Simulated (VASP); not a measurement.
Set up this calculation in VASP 6.6.1, as the native input.

| Property | Result |
| --- | --- |
| Task | relaxation of the atoms |
| Functional | LDA |
| Potentials or basis | VASP PAW LDA potentials, release 64 (Ta_pv, S) |
| Cutoff | 520 eV |
| k mesh | 8 × 8 × 1 |
| Occupations | gaussian, width 0.1 eV |
| Spin | no spin polarisation |
| Dipole correction | yes |
| Atoms held fixed (from 0) | [0, 1, 2] |
| Further INCAR settings | ALGO = Fast; EDIFF = 1e-06; IBRION = 2; EDIFFG = -0.025; NSW = 50 |
| Atoms held along some axes (from 0) | atom 4 along a and b |

The structure of Ta4S lies in POSCAR:

```
Ta4S
1.0
    3.2528501163      0.0000000000      0.0000000000
    0.0000000000      3.2528501163      0.0000000000
    0.0000000000      0.0000000000     20.2133955625
Ta S
4 1
Selective dynamics
Direct
    0.5000000000      0.5000000000      0.1978885728  F F F
    0.0000000000      0.0000000000      0.2783513062  F F F
    0.5000000000      0.5000000000      0.3580225063  F F F
    0.0000000000      0.0000000000      0.4310703531  T T T
    0.2500000000      0.7500000000      0.5326927055  F F T
```

These files were run (other wordings do the same):

INCAR

```
PREC = Accurate
ENCUT = 520
EDIFF = 1E-6
ISMEAR = 0
SIGMA = 0.1
LREAL = False
LASPH = True
NELM = 60
ALGO = Fast
ISIF = 2
LWAVE = False
LCHARG = False
LDIPOL = True
IDIPOL = 3
DIPOL = 0.5 0.5 0.360
GGA = CA
IBRION = 2
NSW = 50
EDIFFG = -0.025
```

KPOINTS

```
regular mesh
0
Gamma
  8 8 1
```

Potentials or basis: VASP PAW LDA potentials, release 64 (Ta_pv, S).

Launch:

```bash
$ cat potpaw_LDA.64/Ta_pv/POTCAR potpaw_LDA.64/S/POTCAR > POTCAR
$ mpirun -np 1 vasp_std > vasp.out
```

Results of the run:

| Property | Result |
| --- | --- |
| Energy gained by relaxing | 181.7 meV/atom |
| Ionic steps | 39 |
| Band gap on the k mesh | zero (bands 25 and 26 overlap by 0.42 eV) |

Caveat: spin-orbit coupling is left out, which moves the levels of the heavy elements.

Run time: 96 min on 1 thread of Oxide Virtual Turin-like Processor, on a shared host, peak memory 0.27 GiB.
